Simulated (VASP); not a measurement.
# TaN (P6_3/mmc) in VASP: further runs, part 3 of 3

VASP 6.6.1. The steps go on from the part before.

### Step 5. Electric field gradients, PBEsol (volume scaled by 1.04)

INCAR reads:

```
ALGO = Normal
EDIFF = 1E-8
ENCUT = 520
GGA = PS
ISIF = 2
ISMEAR = -1
LASPH = T
LCHARG = F
LEFG = T
LREAL = F
LWAVE = F
NBANDS = 24
NELM = 80
PREC = Accurate
SIGMA = 0.01
```

KPOINTS reads:

```
k-points
0
Gamma
  9 9 5
```

POSCAR reads:

```
TaN
1.0
    3.0881118675      0.0000000000      0.0000000000
   -1.5440559337      2.6743833269      0.0000000000
    0.0000000000      0.0000000000      4.9827179480
Ta N
2 2
Direct
    0.0000000000      0.0000000000      0.0000000000
    0.0000000000      0.0000000000      0.5000000000
    0.3333333333      0.6666666667      0.2500000000
    0.6666666667      0.3333333333      0.7500000000
```

Potentials or basis: VASP PAW PBE potentials, release 64 (Ta_pv, N).

Started as:

```sh
> cat potpaw_PBE.64/Ta_pv/POTCAR potpaw_PBE.64/N/POTCAR > POTCAR
> mpirun -np 1 vasp_std > vasp.out
```

OUTCAR:

```text
EDIFF = 1E-8
   ENCUT = 520
   GGA = PS
   ISIF = 2
   ISMEAR = -1
   LASPH = T
   LREAL = F
   NELM = 80
   PREC = Accurate

 ion  position               nearest neighbor table
   1  0.000  0.000  0.000-   3 2.17   4 2.17   3 2.17   4 2.17   4 2.17   3 2.17   2 2.49   2 2.49

   2  0.000  0.000  0.500-   3 2.17   4 2.17   3 2.17   4 2.17   4 2.17   3 2.17   1 2.49   1 2.49

   3  0.333  0.667  0.250-   1 2.17   2 2.17   1 2.17   2 2.17   1 2.17   2 2.17
   4  0.667  0.333  0.750-   1 2.17   2 2.17   1 2.17   2 2.17   1 2.17   2 2.17

  LATTYP: Found a hexagonal cell.
 ALAT       =     3.0881118675
 C/A-ratio  =     1.6135160130

  Lattice vectors:

 A1 = (   3.0881118675,   0.0000000000,   0.0000000000)
 A2 = (  -1.5440559337,   2.6743833269,   0.0000000000)
 A3 = (   0.0000000000,   0.0000000000,   4.9827179480)

Analysis of symmetry for initial positions (statically):
=====================================================================
 Subroutine PRICEL returns:
 Original cell was already a primitive cell.

 Routine SETGRP: Setting up the symmetry group for a
 hexagonal supercell.

 Subroutine GETGRP returns: Found 24 space group operations
 (whereof 12 operations were pure point group operations)
 out of a pool of 24 trial point group operations.

The static configuration has the point symmetry D_3d.
 The point group associated with its full space group is D_6h.

Analysis of symmetry for dynamics (positions and initial velocities):
=====================================================================
 Subroutine PRICEL returns:
 Original cell was already a primitive cell.

 Routine SETGRP: Setting up the symmetry group for a
 hexagonal supercell.

 Subroutine GETGRP returns: Found 24 space group operations
 (whereof 12 operations were pure point group operations)
 out of a pool of 24 trial point group operations.

The dynamic configuration has the point symmetry D_3d.
 The point group associated with its full space group is D_6h.

 Subroutine INISYM returns: Found 24 space group operations
 (whereof 12 operations are pure point group operations),
 and found     1 'primitive' translations

----------------------------------------------------------------------------------------

                                     Primitive cell

  volume of cell :      41.1512

  direct lattice vectors                    reciprocal lattice vectors
     3.088111867  0.000000000  0.000000000     0.323822466  0.186958988  0.000000000
    -1.544055934  2.674383327  0.000000000     0.000000000  0.373917976  0.000000000
     0.000000000  0.000000000  4.982717948     0.000000000  0.000000000  0.200693680

  length of vectors
     3.088111867  3.088111867  4.982717948     0.373917976  0.373917976  0.200693680

  position of ions in fractional coordinates (direct lattice)
     0.000000000  0.000000000  0.000000000
     0.000000000  0.000000000  0.500000000
     0.333333333  0.666666667  0.250000000
     0.666666667  0.333333333  0.750000000

  ion indices of the primitive-cell ions
   primitive index   ion index
                 1           1
                 2           2
                 3           3
                 4           4

[... 83 lines left out ...]
   NUPDOWN=      -1.0000    fix difference up-down
   EMIN   =  10.00;   EMAX   =-10.00  energy-range for DOS
   EFERMI =   0.00;   METHOD = LEGACY
   ISMEAR =    -1;   SIGMA  =   0.01  broadening in eV -4-tet -1-fermi 0-gaus
   EFERMI_NEDOS =   21; number of points for ismear=-14 and -15
   IALGO  =     38    algorithm
   IMIX   =      4    mixing-type and parameters
     AMIX     =   0.40;   BMIX     =  1.00
     AMIX_MAG =   1.60;   BMIX_MAG =  1.00
  volume/ion in A,a.u.               =      10.29        69.43
  Fermi-wavevector in a.u.,A,eV,Ry     =   1.505441  2.844872 30.835612  2.266354
  Thomas-Fermi vector in A             =   2.616290
   LORBIT       =      0    0 simple, 1 ext, 2 COOP (PROOUT), +10 PAW based schemes
   GGA     = PS    functional components
   LHFCALC =     F    Hartree Fock is set to
   AEXX    =    0.0000 exact exchange contribution
   IVDW    =     0    specifies the selected vdW correction
   LEPSILON=     F    determine dielectric tensor
   LRPA    =     F    only Hartree local field effects (RPA)
 non-spin polarized calculation
  energy-cutoff  :      520.00
  volume of cell :       41.15
 maximum number of plane-waves:      1118
 NGX is ok and might be reduce to    24
   NGX = 11   NGY = 11   NGZ = 19

 number of electron      32.0000002 magnetization

 Free energy of the ion-electron system (eV)
  ---------------------------------------------------
  ext. energy  EPLUGINS =         0.00000000
  ---------------------------------------------------
  free energy    TOTEN  =       -44.70533226 eV

  energy without entropy =      -44.70351800  energy(sigma->0) =      -44.70442513

 E-fermi :   9.2615     XC(G=0): -13.6857

 val. band max:        9.2595197843   @ k =   0.2222   0.2222   0.4000
 cond. band min:       9.2717332529   @ k =   0.2222   0.0000   0.2000
 fundamental gap:      0.0122134686
 Fermi energy:         9.2615385711

 k-point     1 :       0.0000    0.0000    0.0000
  band No.  band energies     occupation
      1     -27.6767      2.00000
      2     -26.0509      2.00000
      3     -26.0509      2.00000
      4     -25.7167      2.00000
      5     -25.7167      2.00000
      6     -24.9347      2.00000
[... 637 lines left out ...]
     23      16.2945      0.00000
     24      16.2945      0.00000

 [... further k-points ...]
[... 5 lines left out ...]
  --------------------------------------------------------------------------------------
  -------------------------------------------------------------------------------------
  Total        1.5953738      1.5953738     20.6835443      0.0000000      0.0000000     -0.0000000
  in kB       62.1140808     62.1140808    805.2904667      0.0000000      0.0000000     -0.0000000
  external PRESSURE =     309.8395427 kB  Pullay stress =       0.0000000 kB

 VOLUME and BASIS-vectors are now :
 -----------------------------------------------------------------------------
  energy-cutoff  :      520.00
  volume of cell :       41.15
      direct lattice vectors                 reciprocal lattice vectors
     3.088111867  0.000000000  0.000000000     0.323822466  0.186958988  0.000000000
    -1.544055934  2.674383327  0.000000000     0.000000000  0.373917976  0.000000000
     0.000000000  0.000000000  4.982717948     0.000000000  0.000000000  0.200693680

 POSITION                                       TOTAL-FORCE (eV/Angst)
 -----------------------------------------------------------------------------------
      0.00000      0.00000      0.00000         0.000000     -0.000000      0.000000
      0.00000      0.00000      2.49136         0.000000     -0.000000      0.000000
     -0.00000      1.78292      1.24568        -0.000000     -0.000000      0.000000
      1.54406      0.89146      3.73704         0.000000      0.000000      0.000000
 -----------------------------------------------------------------------------------
    total drift:                               -0.000000      0.000000      0.000000

  FREE ENERGIE OF THE ION-ELECTRON SYSTEM (eV)
  ---------------------------------------------------
  free  energy   TOTEN  =       -44.7053322625 eV

  energy  without entropy=      -44.7035179979  energy(sigma->0) =      -44.70442513

 Electric field gradients (V/A^2)
---------------------------------------------------------------------
 ion       V_xx      V_yy      V_zz      V_xy      V_xz      V_yz
---------------------------------------------------------------------
   1      91.515    91.514  -183.029    -0.000    -0.000     0.000
   2      91.515    91.514  -183.029    -0.000     0.000    -0.000
   3      -2.728    -2.727     5.455     0.000     0.000     0.000
   4      -2.728    -2.727     5.455     0.000     0.000    -0.000
---------------------------------------------------------------------

 Electric field gradients after diagonalization (V/A^2)
 (convention: |V_zz| > |V_xx| > |V_yy|)
----------------------------------------------------------------------
 ion       V_xx      V_yy      V_zz     asymmetry (V_yy - V_xx)/ V_zz
----------------------------------------------------------------------
   1      91.515    91.514  -183.029       0.000
   2      91.515    91.514  -183.029       0.000
   3      -2.728    -2.727     5.455       0.000
   4      -2.728    -2.727     5.455       0.000
----------------------------------------------------------------------

           NMR quadrupolar parameters

 Cq : quadrupolar parameter    Cq=e*Q*V_zz/h
 eta: asymmetry parameters     (V_yy - V_xx)/ V_zz
 Q  : nuclear electric quadrupole moment in mb (millibarn)
----------------------------------------------------------------------
 ion       Cq(MHz)       eta       Q (mb)
----------------------------------------------------------------------
   1      -0.443       0.000       1.000
   2      -0.443       0.000       1.000
   3       0.013       0.000       1.000
   4       0.013       0.000       1.000
----------------------------------------------------------------------
```

OSZICAR:

```text
N       E                     dE             d eps       ncg     rms          rms(c)
DAV:   1     0.267017866395E+03    0.26702E+03   -0.17249E+04  1736   0.141E+03
DAV:   2    -0.363793855273E+02   -0.30340E+03   -0.29002E+03  2072   0.413E+02
DAV:   3    -0.494129800177E+02   -0.13034E+02   -0.12844E+02  2160   0.834E+01
DAV:   4    -0.495594879495E+02   -0.14651E+00   -0.14592E+00  1968   0.906E+00
DAV:   5    -0.495614363936E+02   -0.19484E-02   -0.19480E-02  2216   0.850E-01    0.379E+01
DAV:   6    -0.449558708221E+02    0.46056E+01   -0.17724E+01  2080   0.289E+01    0.172E+01
DAV:   7    -0.447683446304E+02    0.18753E+00   -0.10766E+00  1960   0.745E+00    0.103E+01
DAV:   8    -0.447104506293E+02    0.57894E-01   -0.15546E-01  2088   0.302E+00    0.127E+00
DAV:   9    -0.447056116301E+02    0.48390E-02   -0.15081E-02  2024   0.782E-01    0.394E-01
DAV:  10    -0.447053980041E+02    0.21363E-03   -0.14979E-03  2112   0.332E-01    0.813E-02
DAV:  11    -0.447053323203E+02    0.65684E-04   -0.17609E-04  2072   0.111E-01    0.154E-02
DAV:  12    -0.447053328399E+02   -0.51962E-06   -0.44273E-06  2096   0.176E-02    0.444E-03
DAV:  13    -0.447053323214E+02    0.51855E-06   -0.30063E-07  2104   0.366E-03    0.308E-03
DAV:  14    -0.447053322700E+02    0.51352E-07   -0.33414E-08  1760   0.136E-03    0.543E-04
DAV:  15    -0.447053322553E+02    0.14761E-07   -0.41563E-09  1200   0.431E-04    0.225E-04
DAV:  16    -0.447053322625E+02   -0.72428E-08   -0.63942E-10  1032   0.198E-04
   1 F= -.44705332E+02 E0= -.44704425E+02  d E =-.181426E-02
```

Wall time 56 s (1 thread of Intel Xeon 8259CL, shared host); peak memory 0.17 GiB.

Results:

```yaml
Free_energy: -44.7053 eV
Pressure: 31.0 GPa
Band_gap_on_the_k_mesh: zero (band 16 reaches 9.94 eV, above the bottom of band 17 at 7.51 eV)
```

Electric field gradients, principal values (V/Å²):
```tsv
atom	least	middle	greatest (by size)
1 Ta	91.514	91.515	-183.029
2 Ta	91.514	91.515	-183.029
3 N	-2.727	-2.728	5.455
4 N	-2.727	-2.728	5.455
```

Caveat: without QUAD_EFG the Cq values of the log hold for a quadrupole moment of 1 mb, not for the nuclei; the PAW data sets were made with another functional, which shifts forces and pressure a little; spin-orbit coupling is left out, which moves the levels of the heavy elements.

### Step 6. Electric field gradients, PBEsol (volume scaled by 1.06)

INCAR reads:

```
SYSTEM = TaN
PREC = Accurate ; ENCUT = 520
EDIFF = 1E-8 ; ISMEAR = -1
SIGMA = 0.01 ; LREAL = .FALSE.
LASPH = .TRUE. ; NELM = 60
ALGO = Normal ; ISIF = 2
LWAVE = .FALSE. ; LCHARG = .FALSE.
GGA = PS ; LEFG = .TRUE.
NBANDS = 24
```

KPOINTS reads:

```
regular mesh
0
G
  9 9 5
  0 0 0
```

POSCAR reads:

```
TaN
1.0
    3.1077819002      0.0000000000      0.0000000000
   -1.5538909501      2.6914180749      0.0000000000
    0.0000000000      0.0000000000      5.0144558607
Ta N
2 2
Direct
    0.0000000000      0.0000000000      0.0000000000
    0.0000000000      0.0000000000      0.5000000000
    0.3333333333      0.6666666667      0.2500000000
    0.6666666667      0.3333333333      0.7500000000
```

Potentials or basis: VASP PAW PBE potentials, release 64 (Ta_pv, N).

Started as:

```sh
> cat potpaw_PBE.64/Ta_pv/POTCAR potpaw_PBE.64/N/POTCAR > POTCAR
> mpirun -np 1 vasp_std > vasp.out
```

OUTCAR:

```text
SYSTEM = TaN
   PREC = Accurate
   ENCUT = 520
   EDIFF = 1E-8
   ISMEAR = -1
   LREAL = .FALSE.
   LASPH = .TRUE.
   NELM = 60
   ISIF = 2
   GGA = PS

 ion  position               nearest neighbor table
   1  0.000  0.000  0.000-   3 2.19   4 2.19   3 2.19   4 2.19   4 2.19   3 2.19   2 2.51   2 2.51

   2  0.000  0.000  0.500-   3 2.19   4 2.19   3 2.19   4 2.19   4 2.19   3 2.19   1 2.51   1 2.51

   3  0.333  0.667  0.250-   1 2.19   2 2.19   1 2.19   2 2.19   1 2.19   2 2.19
   4  0.667  0.333  0.750-   1 2.19   2 2.19   1 2.19   2 2.19   1 2.19   2 2.19

  LATTYP: Found a hexagonal cell.
 ALAT       =     3.1077819002
 C/A-ratio  =     1.6135160129

  Lattice vectors:

 A1 = (   3.1077819002,   0.0000000000,   0.0000000000)
 A2 = (  -1.5538909501,   2.6914180749,   0.0000000000)
 A3 = (   0.0000000000,   0.0000000000,   5.0144558607)

Analysis of symmetry for initial positions (statically):
[... 857 lines left out ...]
      0.00000      0.00000      0.00000        -0.000000     -0.000000     -0.000000
      0.00000      0.00000      2.50723        -0.000000     -0.000000     -0.000000
     -0.00000      1.79428      1.25361         0.000000     -0.000000      0.000000
      1.55389      0.89714      3.76084        -0.000000      0.000000     -0.000000
 -----------------------------------------------------------------------------------
    total drift:                               -0.000000      0.000000      0.000000

  FREE ENERGIE OF THE ION-ELECTRON SYSTEM (eV)
  ---------------------------------------------------
  free  energy   TOTEN  =       -44.8382667031 eV

  energy  without entropy=      -44.8365290297  energy(sigma->0) =      -44.83739787

 Electric field gradients (V/A^2)
---------------------------------------------------------------------
 ion       V_xx      V_yy      V_zz      V_xy      V_xz      V_yz
---------------------------------------------------------------------
   1      92.151    92.151  -184.302    -0.000     0.000    -0.000
   2      92.151    92.151  -184.302    -0.000    -0.000     0.000
   3      -2.662    -2.662     5.323    -0.000     0.000     0.000
   4      -2.662    -2.662     5.323    -0.000     0.000     0.000
---------------------------------------------------------------------

 Electric field gradients after diagonalization (V/A^2)
 (convention: |V_zz| > |V_xx| > |V_yy|)
----------------------------------------------------------------------
 ion       V_xx      V_yy      V_zz     asymmetry (V_yy - V_xx)/ V_zz
----------------------------------------------------------------------
   1      92.152    92.151  -184.302       0.000
   2      92.152    92.151  -184.302       0.000
   3      -2.662    -2.662     5.323       0.000
   4      -2.662    -2.662     5.323       0.000
----------------------------------------------------------------------

           NMR quadrupolar parameters

 Cq : quadrupolar parameter    Cq=e*Q*V_zz/h
 eta: asymmetry parameters     (V_yy - V_xx)/ V_zz
 Q  : nuclear electric quadrupole moment in mb (millibarn)
----------------------------------------------------------------------
 ion       Cq(MHz)       eta       Q (mb)
----------------------------------------------------------------------
   1      -0.446       0.000       1.000
   2      -0.446       0.000       1.000
   3       0.013       0.000       1.000
   4       0.013       0.000       1.000
----------------------------------------------------------------------
```

stdout:

```text
POSCAR found type information on POSCAR TaN
 POSCAR found :  2 types and       4 ions
 scaLAPACK will be used
 -----------------------------------------------------------------------------
|                                                                             |
|                                                                             |
|     You enforced a specific xc type in the INCAR file but a different       |
|     I HOPE YOU KNOW WHAT YOU ARE DOING!                                     |
|                                                                             |
 -----------------------------------------------------------------------------

 LDA part: xc-table for (Slater+PW92), standard interpolation
 POSCAR, INCAR and KPOINTS ok, starting setup
 FFT: planning ... GRIDC
 FFT: planning ... GRID_SOFT
 FFT: planning ... GRID
 WAVECAR not read
 entering main loop
ion   1

ion   2

ion   3

ion   4
```

Run time: 57 s. Hardware: 1 thread of Intel Xeon 8259CL, shared host; peak memory 0.18 GiB.

Results:

| Property | Result |
| --- | --- |
| Free energy | -44.8383 eV |
| Pressure | 22.7 GPa |
| Band gap on the k mesh | zero (band 16 reaches 9.71 eV, above the bottom of band 17 at 7.34 eV) |

Stress tensor (GPa, compression positive):
```
-0.62  0.00  0.00
 0.00 -0.62  0.00
 0.00  0.00 69.32
```

Levels at points of the mesh, in eV from the Fermi level:
```tsv
k point	band 12	band 13	band 14	band 15	band 16	band 17	band 18	band 19	band 20	band 21
(0.00, 0.00, 0.00)	-4.95	-3.44	-3.44	-3.43	-1.71	-1.71	-0.58	-0.58	2.29	4.26
```

Electric field gradients, principal values (V/Å²):
```
atom   least  middle  greatest (by size)
1 Ta  92.151  92.152            -184.302
2 Ta  92.151  92.152            -184.302
 3 N  -2.662  -2.662               5.323
 4 N  -2.662  -2.662               5.323
```

Caveat: without QUAD_EFG the Cq values of the log hold for a quadrupole moment of 1 mb, not for the nuclei; the PAW data sets were made with another functional, which shifts forces and pressure a little; spin-orbit coupling is left out, which moves the levels of the heavy elements.

### Step 7. The runs side by side

```tsv
cell	gap on the mesh (eV)	pressure (GPa)
a = 3.048, b = 3.048, c = 4.918 Å, angles 90.0, 90.0, 120.0°, 4 atoms	none	50.1
a = 3.058, b = 3.058, c = 4.934 Å, angles 90.0, 90.0, 120.0°, 4 atoms	none	45.0
a = 3.068, b = 3.068, c = 4.951 Å, angles 90.0, 90.0, 120.0°, 4 atoms	none	40.1
a = 3.088, b = 3.088, c = 4.983 Å, angles 90.0, 90.0, 120.0°, 4 atoms	none	31.0
a = 3.108, b = 3.108, c = 5.014 Å, angles 90.0, 90.0, 120.0°, 4 atoms	none	22.7
```

Alike in all rows: task electric field gradients; level PBEsol; potentials or basis VASP PAW PBE potentials, release 64 (Ta_pv, N); no spin polarisation; k mesh 9 × 9 × 5; cutoff (eV) 520; smearing fermi-dirac 0.01 eV.

Caveats: the PAW data sets were made with another functional, which shifts forces and pressure a little; spin-orbit coupling is left out, which moves the levels of the heavy elements.

Total energies depend on the potentials used, so only differences within one code and one set of settings carry meaning.
